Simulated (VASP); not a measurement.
Here is a VASP 6.6.1 calculation.

File INCAR:

```
SYSTEM = HfO2
PREC = Accurate
ENCUT = 520
EDIFF = 1E-6
ISMEAR = -1
SIGMA = 0.3
LREAL = .False.
LASPH = .True.
NELM = 60
ALGO = Normal
ISIF = 2
LWAVE = .False.
LCHARG = .False.
GGA = PE
NBANDS = 56
```

File KPOINTS:

```
regular mesh
0
Gamma
  2 2 2
  0 0 0
```

File POSCAR:

```
HfO2
1.0
    5.3589320000      0.0000000000      0.0000000000
    0.0000000000      5.3589320000      0.0000000000
    0.0000000000      0.0000000000      5.3589320000
Hf O
4 8
Direct
   -0.0233442037      0.0065684730     -0.0423032052
    0.5154385239      0.4760650070      0.0552348864
    0.5096164684      0.0205824593      0.5555957792
    0.0054115260      0.5115571536      0.4395838574
    0.2813993535      0.2628508815      0.2623097289
    0.6625387297      0.7663840482      0.8007005874
    0.6631731845      0.7133510931      0.3588774778
    0.3500510923      0.2196706359      0.8073810229
    0.8011484378      0.2107509481      0.6678009723
    0.1443571219      0.7052897854      0.2011035035
    0.2643437162      0.7361728046      0.6719622492
    0.7533217440      0.2206596389      0.1393374650
```

Potentials or basis: VASP PAW PBE potentials, release 64 (Hf_pv, O).

The run is started by

```console
$ cat potpaw_PBE.64/Hf_pv/POTCAR potpaw_PBE.64/O/POTCAR > POTCAR
$ mpirun -np 1 vasp_std > vasp.out
```

Task: Estimate the largest force.

Result: 5.879 eV/Å.

Task: Predict the pressure.

Result: -2.6 GPa.

Forces on the atoms (eV/Å):
```
Hf   1.853 -2.103 -1.837
Hf  -2.341  3.001 -1.603
Hf  -1.216 -2.398 -2.226
Hf  -0.108 -0.530  3.925
O   -1.320 -0.957  2.316
O    3.725  0.133  3.663
O    1.109 -1.976 -2.561
O   -2.844  0.743  1.144
O    2.930  0.844 -0.190
O    1.108  3.279 -4.753
O   -4.187 -0.380 -0.166
O    1.291  0.345  2.288
```

Caveat: the k points lie up to 0.59 Å⁻¹ apart; forces of over 1 eV/Å act on the atoms, so gaps and moduli don't describe the material at rest.
